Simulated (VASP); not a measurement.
# MgB2: single point with PBE

The system is MgB2.

```
Mg B
1.0
     3.07468    0.00000    0.00000
    -1.53734    2.66275    0.00000
     0.00000    0.00000    3.51122
Mg B
1 2
Cartesian
  0.0000 0.0000 0.0000
  0.0000 1.7752 1.7556
  1.5373 0.8876 1.7556
```

This cell differs from its parent crystal: volume scaled by 0.99.

```
Program                : VASP 6.6.1
Task                   : single point
Functional             : PBE
Potentials or basis    : VASP PAW PBE potentials, release 64 (Mg, B)
Cutoff                 : 520 eV
k mesh                 : 12 × 12 × 9
Occupations            : fermi-dirac, width 0.05 eV
Spin                   : no spin polarisation
Dipole correction      : no
Further INCAR settings : ALGO = Normal; EDIFF = 1e-06; NBANDS = 11
```

* Pressure: 0.2 GPa
* Band gap on the k mesh: zero (band 4 reaches 7.13 eV, above the bottom of band 5 at 3.40 eV)

Stress tensor (GPa, compression positive):
```
0.31 0.00 0.00
0.00 0.31 0.00
0.00 0.00 0.04
```

Levels at points of the mesh, in eV from the Fermi level:
```csv
k point,band 1,band 2,band 3,band 4,band 5,band 6,band 7,band 8
"(0.00, 0.00, 0.00)",-12.44,-2.92,0.40,0.40,1.72,6.37,6.37,8.22
"(0.50, 0.00, 0.00)",-8.53,-7.83,-2.15,0.25,3.13,3.93,5.41,7.23
```

It took 11 s on 1 thread of Intel(R) Xeon(R) 6975P-C (Granite Rapids), with other jobs on the host, peak memory 0.16 GiB.
